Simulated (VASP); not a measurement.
# Ti (Fm-3m) in VASP: further runs, part 2 of 3

VASP 6.6.1.

**3. Electric field gradients, LDA (volume scaled by 0.99)**

INCAR

```
PREC = Accurate
ENCUT = 400
EDIFF = 1E-8
ISMEAR = -1
SIGMA = 0.05
LREAL = F
LASPH = T
NELM = 120
ALGO = Normal
ISIF = 2
LWAVE = F
LCHARG = F
GGA = CA
LEFG = T
NBANDS = 12
GGA_COMPAT = F
```

KPOINTS

```
Automatic mesh
0
Gamma
  15 15 15
```

POSCAR

```
Ti
1.0
    0.0000000000      2.0232106516      2.0232106516
    2.0232106516      0.0000000000      2.0232106516
    2.0232106516      2.0232106516      0.0000000000
Ti
1
Direct
    0.0000000000      0.0000000000      0.0000000000
```

Potentials or basis: VASP PAW LDA potentials, release 64 (Ti_sv).

Launch:

```sh
$ cat potpaw_LDA.64/Ti_sv/POTCAR > POTCAR
$ mpirun -np 1 vasp_std > vasp.out
```

OUTCAR:

```text
PREC = Accurate
   ENCUT = 400
   EDIFF = 1E-8
   ISMEAR = -1
   LREAL = F
   LASPH = T
   NELM = 120
   ISIF = 2
   GGA = CA

 ion  position               nearest neighbor table
   1  0.000  0.000  0.000-

  LATTYP: Found a face centered cubic cell.
 ALAT       =     4.0464213032

  Lattice vectors:

 A1 = (   0.0000000000,   2.0232106516,   2.0232106516)
 A2 = (   2.0232106516,   0.0000000000,   2.0232106516)
 A3 = (   2.0232106516,   2.0232106516,   0.0000000000)

Analysis of symmetry for initial positions (statically):
=====================================================================
 Subroutine PRICEL returns:
 Original cell was already a primitive cell.

 Routine SETGRP: Setting up the symmetry group for a
 face centered cubic supercell.

 Subroutine GETGRP returns: Found 48 space group operations
 (whereof 48 operations were pure point group operations)
 out of a pool of 48 trial point group operations.

The static configuration has the point symmetry O_h .

Analysis of symmetry for dynamics (positions and initial velocities):
=====================================================================
 Subroutine PRICEL returns:
 Original cell was already a primitive cell.

 Routine SETGRP: Setting up the symmetry group for a
 face centered cubic supercell.

 Subroutine GETGRP returns: Found 48 space group operations
 (whereof 48 operations were pure point group operations)
 out of a pool of 48 trial point group operations.

The dynamic configuration has the point symmetry O_h .

 Subroutine INISYM returns: Found 48 space group operations
 (whereof 48 operations are pure point group operations),
 and found     1 'primitive' translations

----------------------------------------------------------------------------------------

                                     Primitive cell

  volume of cell :      16.5635

  direct lattice vectors                    reciprocal lattice vectors
     0.000000000  2.023210652  2.023210652    -0.247131953  0.247131953  0.247131953
     2.023210652  0.000000000  2.023210652     0.247131953 -0.247131953  0.247131953
     2.023210652  2.023210652  0.000000000     0.247131953  0.247131953 -0.247131953

  length of vectors
     2.861251943  2.861251943  2.861251943     0.428045099  0.428045099  0.428045099

  position of ions in fractional coordinates (direct lattice)
     0.000000000  0.000000000  0.000000000

  ion indices of the primitive-cell ions
   primitive index   ion index
                 1           1

----------------------------------------------------------------------------------------

 KPOINTS: Automatic mesh

Automatic generation of k-mesh.
 Grid dimensions read from file:
 generate k-points for:   15   15   15

 Generating k-lattice:

  Cartesian coordinates                     Fractional coordinates (reciprocal lattice)
    -0.016475464  0.016475464  0.016475464     0.066666667  0.000000000  0.000000000
     0.016475464 -0.016475464  0.016475464     0.000000000  0.066666667  0.000000000
     0.016475464  0.016475464 -0.016475464     0.000000000  0.000000000  0.066666667
[... 71 lines left out ...]
   EFERMI =   0.00;   METHOD = LEGACY
   ISMEAR =    -1;   SIGMA  =   0.05  broadening in eV -4-tet -1-fermi 0-gaus
   EFERMI_NEDOS =   21; number of points for ismear=-14 and -15
   IALGO  =     38    algorithm
   IMIX   =      4    mixing-type and parameters
     AMIX     =   0.40;   BMIX     =  1.00
     AMIX_MAG =   1.60;   BMIX_MAG =  1.00
  volume/ion in A,a.u.               =      16.56       111.78
  Fermi-wavevector in a.u.,A,eV,Ry     =   1.470339  2.778538 29.414392  2.161897
  Thomas-Fermi vector in A             =   2.585608
   LORBIT       =      0    0 simple, 1 ext, 2 COOP (PROOUT), +10 PAW based schemes
   GGA     = CA    functional components
   LHFCALC =     F    Hartree Fock is set to
   AEXX    =    0.0000 exact exchange contribution
   IVDW    =     0    specifies the selected vdW correction
   LEPSILON=     F    determine dielectric tensor
   LRPA    =     F    only Hartree local field effects (RPA)
 non-spin polarized calculation
  energy-cutoff  :      400.00
  volume of cell :       16.56
 maximum number of plane-waves:       311
   NGX =  9   NGY =  9   NGZ =  9

 number of electron      11.9999994 magnetization

 Free energy of the ion-electron system (eV)
  ---------------------------------------------------
  ext. energy  EPLUGINS =         0.00000000
  ---------------------------------------------------
  free energy    TOTEN  =        -8.49213412 eV

  energy without entropy =       -8.47791437  energy(sigma->0) =       -8.48502424

 E-fermi :   8.5072     XC(G=0): -12.0143

 val. band max:        8.4999428043   @ k =   0.2667   0.1333   0.0667
 cond. band min:       8.5094743848   @ k =  -0.4667   0.1333   0.0667
 fundamental gap:      0.0095315805
 Fermi energy:         8.5072371346

 k-point     1 :       0.0000    0.0000    0.0000
  band No.  band energies     occupation
      1     -47.4374      2.00000
      2     -23.6137      2.00000
      3     -23.6137      2.00000
      4     -23.6137      2.00000
      5       2.4046      2.00000
      6       9.3711      0.00000
      7       9.3711      0.00000
      8       9.3711      0.00000
      9      11.0860      0.00000
     10      11.0860      0.00000
     11      24.1081      0.00000
     12      28.7339      0.00000
[... 331 lines left out ...]
 k-point    24 :       0.2000    0.1333    0.0000
  band No.  band energies     occupation
      1     -47.3821      2.00000
      2     -23.8440      2.00000
      3     -23.6847      2.00000
      4     -23.6782      2.00000
      5       3.6692      2.00000
      6       8.5397      0.68598
      7       9.8365      0.00000
      8       9.9124      0.00000
      9      10.4044      0.00000
     10      11.3546      0.00000
     11      24.7254      0.00000
     12      25.4347      0.00000

 [... further k-points ...]

------------------------ aborting loop because EDIFF is reached ----------------------------------------

  FORCE on cell =-STRESS in cart. coord.  units (eV):
  Direction    XX          YY          ZZ          XY          YZ          ZX
  --------------------------------------------------------------------------------------
  -------------------------------------------------------------------------------------
  Total       -0.4786532     -0.4786532     -0.4786532     -0.0000000     -0.0000000     -0.0000000
  in kB      -46.2997043    -46.2997043    -46.2997043     -0.0000000     -0.0000000     -0.0000000
  external PRESSURE =     -46.2997043 kB  Pullay stress =       0.0000000 kB

 VOLUME and BASIS-vectors are now :
 -----------------------------------------------------------------------------
  energy-cutoff  :      400.00
  volume of cell :       16.56
      direct lattice vectors                 reciprocal lattice vectors
     0.000000000  2.023210652  2.023210652    -0.247131953  0.247131953  0.247131953
     2.023210652  0.000000000  2.023210652     0.247131953 -0.247131953  0.247131953
     2.023210652  2.023210652  0.000000000     0.247131953  0.247131953 -0.247131953

 POSITION                                       TOTAL-FORCE (eV/Angst)
 -----------------------------------------------------------------------------------
      0.00000      0.00000      0.00000         0.000000      0.000000      0.000000
 -----------------------------------------------------------------------------------
    total drift:                                0.000000     -0.000000     -0.000000

  FREE ENERGIE OF THE ION-ELECTRON SYSTEM (eV)
  ---------------------------------------------------
  free  energy   TOTEN  =        -8.4921341188 eV

  energy  without entropy=       -8.4779143661  energy(sigma->0) =       -8.48502424

 Electric field gradients (V/A^2)
---------------------------------------------------------------------
 ion       V_xx      V_yy      V_zz      V_xy      V_xz      V_yz
---------------------------------------------------------------------
   1      -0.000    -0.000     0.000     0.001     0.001     0.001
---------------------------------------------------------------------

 Electric field gradients after diagonalization (V/A^2)
 (convention: |V_zz| > |V_xx| > |V_yy|)
----------------------------------------------------------------------
 ion       V_xx      V_yy      V_zz     asymmetry (V_yy - V_xx)/ V_zz
----------------------------------------------------------------------
   1      -0.001    -0.001     0.002       0.000
----------------------------------------------------------------------

           NMR quadrupolar parameters

 Cq : quadrupolar parameter    Cq=e*Q*V_zz/h
 eta: asymmetry parameters     (V_yy - V_xx)/ V_zz
 Q  : nuclear electric quadrupole moment in mb (millibarn)
----------------------------------------------------------------------
 ion       Cq(MHz)       eta       Q (mb)
----------------------------------------------------------------------
   1       0.000       0.000       1.000
----------------------------------------------------------------------
```

OSZICAR:

```text
N       E                     dE             d eps       ncg     rms          rms(c)
DAV:   1     0.755598237675E+02    0.75560E+02   -0.56894E+03  2912   0.102E+03
DAV:   2    -0.611231984057E+01   -0.81672E+02   -0.79265E+02  2952   0.268E+02
DAV:   3    -0.940792462887E+01   -0.32956E+01   -0.32610E+01  3860   0.579E+01
DAV:   4    -0.948006969796E+01   -0.72145E-01   -0.72093E-01  3188   0.761E+00
DAV:   5    -0.948181500684E+01   -0.17453E-02   -0.17452E-02  3448   0.104E+00    0.853E+00
DAV:   6    -0.850571416248E+01    0.97610E+00   -0.19972E+00  3116   0.207E+01    0.226E+00
DAV:   7    -0.848635283485E+01    0.19361E-01   -0.92407E-02  3496   0.325E+00    0.126E+00
DAV:   8    -0.849192495248E+01   -0.55721E-02   -0.36533E-02  2984   0.254E+00    0.165E-01
DAV:   9    -0.849212367078E+01   -0.19872E-03   -0.26284E-03  3648   0.591E-01    0.702E-02
DAV:  10    -0.849214323458E+01   -0.19564E-04   -0.23815E-04  3092   0.184E-01    0.934E-03
DAV:  11    -0.849213531475E+01    0.79198E-05   -0.16700E-05  3364   0.594E-02    0.113E-02
DAV:  12    -0.849213409905E+01    0.12157E-05   -0.35296E-06  3180   0.242E-02    0.975E-04
DAV:  13    -0.849213414722E+01   -0.48167E-07   -0.65240E-08  3412   0.259E-03    0.595E-04
DAV:  14    -0.849213411850E+01    0.28717E-07   -0.95249E-09  2160   0.155E-03    0.143E-05
DAV:  15    -0.849213411879E+01   -0.29149E-09   -0.53941E-10  1692   0.224E-04
   1 F= -.84921341E+01 E0= -.84850242E+01  d E =-.142198E-01
```

It took 8.5 s on 1 thread of Intel Xeon 6975P-C (Granite Rapids), shared host; peak memory 0.12 GiB.

Results:

- Free energy: -8.4921 eV
- Pressure: -4.6 GPa
- Band gap on the k mesh: zero (band 6 reaches 9.37 eV, above the bottom of band 7 at 8.19 eV)

Caveat: without QUAD_EFG the Cq values of the log hold for a quadrupole moment of 1 mb, not for the nuclei.

(Continued in part 3 of 3.)
